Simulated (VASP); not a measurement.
# CoC2 (Fm-3m) in VASP: single point with r2SCAN

Aim: the single point of CoC2 with r2SCAN.

Everything below comes from runs of VASP 6.6.1. Logs are shortened: lines on timing, memory, paths and dates and some standing lists are left out, and cuts for length are marked.

### 1 The cell of the first run

Symmetry: Fm-3m, No. 225, cubic system. The conventional cell has a = 4.472 Å, b = 4.472 Å, c = 4.472 Å, α = 90.00°, β = 90.00°, γ = 90.00°. Co (site symmetry m-3m) has 8 C at 1.94 Å within 2.6 Å. Within 2.6 Å of C (site symmetry -43m) lie 4 Co at 1.94 Å and 6 C at 2.24 Å.

### 2 Single point, r2SCAN

Input file POSCAR:

```
CoC2
1.0
    0.0000000000      2.2360300000      2.2360300000
    2.2360300000      0.0000000000      2.2360300000
    2.2360300000      2.2360300000      0.0000000000
Co C
1 2
Direct
    0.0000000000      0.0000000000      0.0000000000
    0.2500000000      0.2500000000      0.2500000000
    0.7500000000      0.7500000000      0.7500000000
```

Input file INCAR.step1:

```
SYSTEM = CoC2
PREC = Accurate
ENCUT = 660
ISMEAR = -1
SIGMA = 0.0965
LREAL = .False.
LASPH = .True.
NELM = 120
NBANDS = 16
GGA = PE
ALGO = Normal
EDIFF = 1E-5
LWAVE = .True.
LCHARG = .False.
GGA_COMPAT = .False.
```

Input file INCAR.step2:

```
SYSTEM = CoC2
PREC = Accurate
ENCUT = 660
EDIFF = 1E-6
ISMEAR = -1
SIGMA = 0.0965
LREAL = .False.
LASPH = .True.
NELM = 120
ALGO = Normal
ISIF = 2
LWAVE = .False.
LCHARG = .False.
METAGGA = R2SCAN
LMIXTAU = .True.
NBANDS = 16
ISTART = 1
GGA_COMPAT = .False.
```

Input file KPOINTS:

```
regular mesh
0
Gamma
  13 13 13
  0 0 0
```

Potentials or basis: VASP PAW PBE potentials, release 64 (Co, C).

The run is started by

```bash
cat potpaw_PBE.64/Co/POTCAR potpaw_PBE.64/C/POTCAR > POTCAR
cp INCAR.step1 INCAR
mpirun -np 1 vasp_std > vasp.out
cp INCAR.step2 INCAR
mpirun -np 1 vasp_std > vasp.out
```

OUTCAR:

```text
SYSTEM = CoC2
   PREC = Accurate
   ENCUT = 660
   EDIFF = 1E-6
   ISMEAR = -1
   LREAL = .False.
   LASPH = .True.
   NELM = 120
   ISIF = 2
   METAGGA = R2SCAN
   ISTART = 1

 ion  position               nearest neighbor table
   1  0.000  0.000  0.000-   2 1.94   3 1.94   3 1.94   3 1.94   3 1.94   2 1.94   2 1.94   2 1.94

   2  0.250  0.250  0.250-   1 1.94   1 1.94   1 1.94   1 1.94
   3  0.750  0.750  0.750-   1 1.94   1 1.94   1 1.94   1 1.94

  LATTYP: Found a face centered cubic cell.
 ALAT       =     4.4720600000

  Lattice vectors:

 A1 = (   0.0000000000,   2.2360300000,   2.2360300000)
 A2 = (   2.2360300000,   0.0000000000,   2.2360300000)
 A3 = (   2.2360300000,   2.2360300000,   0.0000000000)

Analysis of symmetry for initial positions (statically):
=====================================================================
 Subroutine PRICEL returns:
 Original cell was already a primitive cell.

 Routine SETGRP: Setting up the symmetry group for a
 face centered cubic supercell.

 Subroutine GETGRP returns: Found 48 space group operations
 (whereof 48 operations were pure point group operations)
 out of a pool of 48 trial point group operations.

The static configuration has the point symmetry O_h .

Analysis of symmetry for dynamics (positions and initial velocities):
=====================================================================
 Subroutine PRICEL returns:
 Original cell was already a primitive cell.

 Routine SETGRP: Setting up the symmetry group for a
 face centered cubic supercell.

 Subroutine GETGRP returns: Found 48 space group operations
 (whereof 48 operations were pure point group operations)
 out of a pool of 48 trial point group operations.

The dynamic configuration has the point symmetry O_h .

 Subroutine INISYM returns: Found 48 space group operations
 (whereof 48 operations are pure point group operations),
 and found     1 'primitive' translations

----------------------------------------------------------------------------------------

                                     Primitive cell

  volume of cell :      22.3595

  direct lattice vectors                    reciprocal lattice vectors
     0.000000000  2.236030000  2.236030000    -0.223610596  0.223610596  0.223610596
     2.236030000  0.000000000  2.236030000     0.223610596 -0.223610596  0.223610596
     2.236030000  2.236030000  0.000000000     0.223610596  0.223610596 -0.223610596

  length of vectors
[... 85 lines left out ...]
   LREAL  =      F    real-space projection
   EDIFFG = 0.1E-04   stopping-criterion for IOM
   NSW    =      0    number of steps for IOM
   IBRION =     -1    ionic relax: 0-MD 1-quasi-New 2-CG
   NFREE  =      0    steps in history (QN), initial steepest desc. (CG)
   ISIF   =      2    stress and relaxation
   ISYM   =      2    0-nonsym 1-usesym 2-fastsym
   POTIM  = 0.5000    time-step for ionic-motion
   TEBEG  =    0.0;   TEEND  =   0.0 temperature during run
   PSTRESS=    0.0 pullay stress
   NELECT =      17.0000    total number of electrons
   NUPDOWN=      -1.0000    fix difference up-down
   EMIN   =  10.00;   EMAX   =-10.00  energy-range for DOS
   EFERMI =   0.00;   METHOD = LEGACY
   ISMEAR =    -1;   SIGMA  =   0.10  broadening in eV -4-tet -1-fermi 0-gaus
   EFERMI_NEDOS =   21; number of points for ismear=-14 and -15
   IALGO  =     38    algorithm
   IMIX   =      4    mixing-type and parameters
     AMIX     =   0.40;   BMIX     =  1.00
     AMIX_MAG =   1.60;   BMIX_MAG =  1.00
  volume/ion in A,a.u.               =       7.45        50.30
  Fermi-wavevector in a.u.,A,eV,Ry     =   1.494182  2.823595 30.376095  2.232580
  Thomas-Fermi vector in A             =   2.606488
   LORBIT       =      0    0 simple, 1 ext, 2 COOP (PROOUT), +10 PAW based schemes
   METAGGA = R2SCAN    functional components
   LHFCALC =     F    Hartree Fock is set to
   AEXX    =    0.0000 exact exchange contribution
   IVDW    =     0    specifies the selected vdW correction
   LEPSILON=     F    determine dielectric tensor
   LRPA    =     F    only Hartree local field effects (RPA)
 non-spin polarized calculation
  energy-cutoff  :      660.00
  volume of cell :       22.36
 maximum number of plane-waves:       887
   NGX = 13   NGY = 13   NGZ = 13

 number of electron      17.0000000 magnetization

 Free energy of the ion-electron system (eV)
  ---------------------------------------------------
  ext. energy  EPLUGINS =         0.00000000
  ---------------------------------------------------
  free energy    TOTEN  =       -27.59602710 eV

  energy without entropy =      -27.56073931  energy(sigma->0) =      -27.57838320

 E-fermi :   9.9043     XC(G=0): -14.4933

 val. band max:        9.8809482376   @ k =   0.3077   0.0769   0.0000
 cond. band min:       9.9469549746   @ k =   0.3846   0.3077   0.0769
 fundamental gap:      0.0660067370
 Fermi energy:         9.9042801394

 k-point     1 :       0.0000    0.0000    0.0000
  band No.  band energies     occupation
      1      -7.8168      2.00000
      2       3.1295      2.00000
      3       3.1295      2.00000
      4       3.1295      2.00000
      5       6.1408      2.00000
      6       7.6532      2.00000
[... 433 lines left out ...]
      3       3.7593      2.00000
      4       4.1979      2.00000
      5       5.7513      2.00000
      6       7.6720      2.00000
[... 8 lines left out ...]
     15      27.8308      0.00000
     16      30.3321      0.00000

 [... further k-points ...]

------------------------ aborting loop because EDIFF is reached ----------------------------------------

  FORCE on cell =-STRESS in cart. coord.  units (eV):
  Direction    XX          YY          ZZ          XY          YZ          ZX
  --------------------------------------------------------------------------------------
  -------------------------------------------------------------------------------------
  Total        2.7120743      2.7120743      2.7120743      0.0000000     -0.0000000      0.0000000
  in kB      194.3342270    194.3342270    194.3342270      0.0000000     -0.0000000      0.0000000
  external PRESSURE =     194.3342270 kB  Pullay stress =       0.0000000 kB

 VOLUME and BASIS-vectors are now :
 -----------------------------------------------------------------------------
  energy-cutoff  :      660.00
  volume of cell :       22.36
      direct lattice vectors                 reciprocal lattice vectors
     0.000000000  2.236030000  2.236030000    -0.223610596  0.223610596  0.223610596
     2.236030000  0.000000000  2.236030000     0.223610596 -0.223610596  0.223610596
     2.236030000  2.236030000  0.000000000     0.223610596  0.223610596 -0.223610596

 POSITION                                       TOTAL-FORCE (eV/Angst)
 -----------------------------------------------------------------------------------
      0.00000      0.00000      0.00000        -0.000000     -0.000000      0.000000
      1.11801      1.11801      1.11801         0.000000      0.000000      0.000000
      3.35405      3.35405      3.35405        -0.000000     -0.000000     -0.000000
 -----------------------------------------------------------------------------------
    total drift:                               -0.000000     -0.000000      0.000000

  FREE ENERGIE OF THE ION-ELECTRON SYSTEM (eV)
  ---------------------------------------------------
  free  energy   TOTEN  =       -27.5960270962 eV

  energy  without entropy=      -27.5607393093  energy(sigma->0) =      -27.57838320
```

OUTCAR.step1:

```text
SYSTEM = CoC2
   PREC = Accurate
   ENCUT = 660
   ISMEAR = -1
   LREAL = .False.
   LASPH = .True.
   NELM = 120
[... 679 lines left out ...]
      0.00000      0.00000      0.00000         0.000000     -0.000000     -0.000000
      1.11801      1.11801      1.11801        -0.000000     -0.000000      0.000000
      3.35405      3.35405      3.35405         0.000000      0.000000     -0.000000
 -----------------------------------------------------------------------------------
    total drift:                               -0.000000     -0.000000      0.000000

  FREE ENERGIE OF THE ION-ELECTRON SYSTEM (eV)
  ---------------------------------------------------
  free  energy   TOTEN  =       -20.2753322048 eV

  energy  without entropy=      -20.2395723794  energy(sigma->0) =      -20.25745229
```

OSZICAR.step1:

```text
N       E                     dE             d eps       ncg     rms          rms(c)
DAV:   1     0.844379780081E+02    0.84438E+02   -0.87563E+03  2736   0.144E+03
DAV:   2    -0.189929252829E+02   -0.10343E+03   -0.89619E+02  3064   0.269E+02
DAV:   3    -0.248165524452E+02   -0.58236E+01   -0.55596E+01  3248   0.649E+01
DAV:   4    -0.249065572661E+02   -0.90005E-01   -0.89781E-01  3560   0.827E+00
DAV:   5    -0.249086537765E+02   -0.20965E-02   -0.20965E-02  3408   0.125E+00    0.291E+01
DAV:   6    -0.421853562414E+02   -0.17277E+02   -0.61468E+01  2720   0.212E+02    0.491E+01
DAV:   7    -0.208115476073E+02    0.21374E+02   -0.27235E+01  2952   0.147E+02    0.669E+00
DAV:   8    -0.202683267968E+02    0.54322E+00   -0.34400E+00  3488   0.317E+01    0.287E+00
DAV:   9    -0.202856097252E+02   -0.17283E-01   -0.49556E-01  3280   0.799E+00    0.119E+00
DAV:  10    -0.202781092620E+02    0.75005E-02   -0.11499E-02  3800   0.163E+00    0.568E-01
DAV:  11    -0.202754797098E+02    0.26296E-02   -0.90263E-03  3424   0.729E-01    0.170E-01
DAV:  12    -0.202753612112E+02    0.11850E-03   -0.18686E-04  3464   0.173E-01    0.851E-02
DAV:  13    -0.202753325973E+02    0.28614E-04   -0.52981E-05  3752   0.141E-01    0.979E-03
DAV:  14    -0.202753322048E+02    0.39250E-06   -0.73319E-06  2336   0.438E-02
   1 F= -.20275332E+02 E0= -.20257452E+02  d E =-.357598E-01
```

It took 2.1 min on 1 thread of Intel Xeon Platinum 8488C (Sapphire Rapids), shared host; peak memory 0.19 GiB.

What came out:

| Item | Value |
| --- | --- |
| Free energy | -27.5960 eV |
| Pressure | 19.4 GPa |
| Band gap on the k mesh | zero (an odd number of electrons rules out a gap without spin polarisation) |

Levels at points of the mesh, in eV from the Fermi level:
```csv
k point,band 6,band 7,band 8,band 9,band 10,band 11,band 12,band 13
"(0.00, 0.00, 0.00)",-2.25,-2.25,3.47,3.47,3.47,4.31,4.31,4.31
```

Caveat: the cell stands under pressure; the PAW data sets were made with another functional, which shifts forces and pressure a little; the run has no spin polarisation, though such a crystal can be magnetic. Spin polarisation is off, so any magnetic state and its effect on volume and gap are missing.
